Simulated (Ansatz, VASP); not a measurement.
Te in VASP and in Ansatz

```
Te
1.0
     3.18543    0.00000    0.00000
     0.00000    4.47573    0.00000
    -0.28609    0.00000    4.36489
Te
2
Direct
  0.49230 0.75000 0.27911
  0.50770 0.25000 0.72089
```

Alike in both runs: task relaxation of cell and atoms; functional PBE; k mesh 6 × 4 × 4; occupations gaussian, width 0.1 eV; no spin polarisation.

|  | VASP | Ansatz |
| --- | --- | --- |
| version | VASP 6.6.1 | Ansatz 0.2.0 |
| potentials or method | VASP PAW PBE potentials, release 64 (Te), cutoff 600 eV | scalar-relativistic, plane waves, PAW |
| valence electrons in the cell | 12 | 32 |

VASP gave:

| Property | Result |
| --- | --- |
| gap on the k mesh at the Fermi level, each at its own relaxed structure (eV) | none |
| relaxed volume (Å³/atom) | 33.66 |
| relaxed length of the cell vector where the two differ most in proportion (Å) | 3.482 |

What did Ansatz give for the same quantities?

gap on the k mesh at the Fermi level, each at its own relaxed structure (eV): none; relaxed volume (Å³/atom): 33.67; relaxed length of the cell vector where the two differ most in proportion (Å): 3.497.

A gap of «none» marks a metal or a gap that the smearing closes. VASP's potentials hold 12 valence electrons a cell and Ansatz's 32, so a difference there can come from the potentials and not from the codes.

Spin-orbit coupling is off throughout.
